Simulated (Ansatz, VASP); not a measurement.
**TiSi2 in VASP and in Ansatz**

The input INCAR:

```
SYSTEM = TiSi2
PREC     = Accurate       ! precision mode
ENCUT    = 520            ! plane-wave cutoff, eV
EDIFF    = 1E-7           ! SCF threshold, eV
ISMEAR   = 0              ! smearing method
SIGMA    = 0.15           ! smearing width, eV
LREAL    = .False.        ! projectors in reciprocal space
LASPH    = .True.         ! aspherical terms in the spheres
NELM     = 60             ! most SCF steps
ALGO     = Normal         ! electronic algorithm
ISIF     = 2              ! what is computed and relaxed
LWAVE    = .False.        ! write WAVECAR
LCHARG   = .False.        ! write CHGCAR
GGA      = PE             ! functional
NBANDS   = 29             ! bands
```

File KPOINTS:

```
Automatic mesh
0
Gamma
  14 14 14
  0 0 0
```

The input POSCAR:

```
TiSi2
1.0
    0.0000000000      4.1351811254      4.2795976059
    2.4038689114      0.0000000000      4.2795976059
    2.4038689114      4.1351811254      0.0000000000
Ti Si
2 4
Direct
    0.7865104420      0.7865104420      0.7134895580
    0.5365104420      0.5365104420      0.4634895580
    0.0868244589      0.4131755411      0.0868244589
    0.4131755411      0.0868244589      0.4131755411
    0.1631755411      0.8368244589      0.1631755411
    0.8368244589      0.1631755411      0.8368244589
```

Input for Ansatz:

```yaml
crystal:
  lattice:
    - [0.0, 4.1351811254, 4.2795976059]
    - [2.4038689114, 0.0, 4.2795976059]
    - [2.4038689114, 4.1351811254, 0.0]
  atoms:
    - { symbol: Ti, position: [0.786510442, 0.786510442, 0.713489558] }
    - { symbol: Ti, position: [0.536510442, 0.536510442, 0.463489558] }
    - { symbol: Si, position: [0.0868244589, 0.4131755411, 0.0868244589] }
    - { symbol: Si, position: [0.4131755411, 0.0868244589, 0.4131755411] }
    - { symbol: Si, position: [0.1631755411, 0.8368244589, 0.1631755411] }
    - { symbol: Si, position: [0.8368244589, 0.1631755411, 0.8368244589] }
basis:
  ecutwfc: 420
kpoints:
  mp_grid: { grid: [14, 14, 14] }
hamiltonian:
  xc: pbe
scf:
  occupations: { method: gaussian, width: 0.15 }
output:
  forces: true
  stress: true
  eigenvalues: true
```

Change from the starting cell: all Ti atoms moved +0.312 Å, as atom 1 along Cartesian [0 0 1].

Alike in both runs: task single point; functional PBE; k mesh 14 × 14 × 14; occupations gaussian, width 0.15 eV; no spin polarisation.

|  | VASP | Ansatz |
| --- | --- | --- |
| version | VASP 6.6.1 | Ansatz 0.2.0 |
| potentials or method | VASP PAW PBE potentials, release 64 (Ti_sv, Si), cutoff 520 eV | scalar-relativistic, plane waves, PAW |
| valence electrons in the cell | 40 | 40 |

Ansatz gave:

```
gap on the k mesh at the Fermi level (eV)                     : none
pressure (GPa)                                                : 6.6
traceless stress, the component that is largest in VASP (GPa) : 6.37
rms of the force components (eV/Å)                            : 1.949
```

Q: What did VASP give for the same quantities?

A: gap on the k mesh at the Fermi level (eV): none; pressure (GPa): 6.6; traceless stress, the component that is largest in VASP (GPa): 6.40; rms of the force components (eV/Å): 1.954.

Atom by atom the forces differ by 0.005 eV/Å (rms over components). A gap of «none» marks a metal or a gap that the smearing closes. The functional is the same, so the differences come from potentials, cutoffs and numerics.
